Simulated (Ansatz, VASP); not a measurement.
## One calculation of RbZnOs3, two programs

INCAR

```
  PREC = Accurate
  ENCUT = 520
  EDIFF = 1E-6
  ISMEAR = 0
  SIGMA = 0.1
  LREAL = False
  LASPH = True
  NELM = 60
  ALGO = Normal
  ISIF = 2
  LWAVE = False
  LCHARG = False
  GGA = PE
  NBANDS = 30
```

KPOINTS

```
Automatic mesh
0
Gamma
  6 6 2
```

The input POSCAR:

```
RbZnOs3
1.0
    3.6470825900      0.0000000000      0.0000000000
   -1.8235413000      3.1584661700      0.0000000000
    0.0000000000      0.0000000000     12.6590134300
Rb Zn Os
1 1 3
Direct
    0.3333333300      0.6666666700      0.2598477100
    0.6666666700      0.3333333300      0.5246322900
    0.0000000000      0.0000000000      0.0000000000
    0.0000000000      0.0000000000      0.6830881900
    0.6666666700      0.3333333300      0.8415441000
```

Input for Ansatz:

```yaml
crystal:
  lattice:
    - [3.64708259, 0.0, 0.0]
    - [-1.8235413, 3.15846617, 0.0]
    - [0.0, 0.0, 12.65901343]
  atoms:
    - { symbol: Rb, position: [0.33333333, 0.66666667, 0.25984771] }
    - { symbol: Zn, position: [0.66666667, 0.33333333, 0.52463229] }
    - { symbol: Os, position: [0.0, 0.0, 0.0] }
    - { symbol: Os, position: [0.0, 0.0, 0.68308819] }
    - { symbol: Os, position: [0.66666667, 0.33333333, 0.8415441] }
basis:
  ecutwfc: 420
kpoints:
  mp_grid: { grid: [6, 6, 2] }
hamiltonian:
  xc: pbe
scf:
  occupations: { method: gaussian, width: 0.1 }
  lower_state_search: "off"
output:
  forces: true
  stress: true
  eigenvalues: true
```

Alike in both runs: task single point; functional PBE; k mesh 6 × 6 × 2; occupations gaussian, width 0.1 eV; no spin polarisation.

|  | VASP | Ansatz |
| --- | --- | --- |
| version | VASP 6.6.1 | Ansatz 0.2.0 |
| potentials or method | VASP PAW PBE potentials, release 64 (Rb_sv, Zn, Os), cutoff 520 eV | scalar-relativistic, plane waves, PAW |
| valence electrons in the cell | 45 | 69 |

|  | VASP | Ansatz | Ansatz less VASP |
| --- | --- | --- | --- |
| gap on the k mesh at the Fermi level (eV) | none | none | - |
| pressure (GPa) | -21.6 | -21.6 | -0.03 |
| traceless stress, the component that is largest in VASP (GPa) | -1.73 | -1.61 | +0.121 |
| rms of the force components (eV/Å) | 1.119 | 1.118 | -0.0015 |

Atom by atom the forces differ by 0.003 eV/Å (rms over components). A gap of «none» marks a metal or a gap that the smearing closes. The functional is the same, so the differences come from potentials, cutoffs and numerics. VASP's potentials hold 45 valence electrons a cell and Ansatz's 69, so a difference there can come from the potentials and not from the codes.

Neither program's run includes spin-orbit coupling.
